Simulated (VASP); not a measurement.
TiTe2: single point with PBE+D3(BJ)

Crystal: TiTe2.

```xyz
3
Lattice="3.6969 0.0000 0.0000 -1.8485 3.2016 0.0000 0.0000 0.0000 6.3897" Properties=species:S:1:pos:R:3 pbc="T T T"
Ti    0.0000    0.0000    0.0000
Te    1.8485    1.0672    1.7327
Te    0.0000    2.1344    4.6571
```

```yaml
Program: VASP 6.6.1
Task: single point
Functional: PBE
Dispersion: D3(BJ)
Potentials_or_basis: VASP PAW PBE potentials, release 64 (Ti_sv, Te)
Cutoff: 520 eV
k_mesh: 15 × 15 × 8
Occupations: fermi-dirac, width 0.15 eV
Spin: no spin polarisation
Dipole_correction: no
Further_INCAR_settings: ALGO = Normal; EDIFF = 1e-06; NBANDS = 19
```

```yaml
Pressure: 0.0 GPa
Largest_force: 0.010 eV/Å
Band_gap_on_the_k_mesh: zero (bands 12 and 13 overlap by 0.81 eV)
Dispersion_energy_per_atom: -0.522 eV
```

Forces in eV/Å, atoms in the order of the input:
```
Ti   0.000  0.000  0.000
Te   0.000  0.000  0.010
Te   0.000  0.000 -0.010
```

Levels at points of the mesh, in eV from the Fermi level:
```
           k point  band 8  band 9  band 10  band 11  band 12  band 13  band 14  band 15  band 16  band 17
(0.00, 0.00, 0.00)   -1.57   -1.57     0.28     0.48     0.48     0.72     1.30     1.30     3.12     3.12
(0.00, 0.00, 0.50)   -3.01   -1.48    -1.48     0.47     0.47     0.87     0.87     1.12     3.69     3.69
```

Wall time 2.5 min on 1 thread of Intel(R) Xeon(R) Platinum 8488C (Sapphire Rapids) (shared host), peak memory 0.4 GiB.

Caveat: spin-orbit coupling is left out, which moves the levels of the heavy elements.
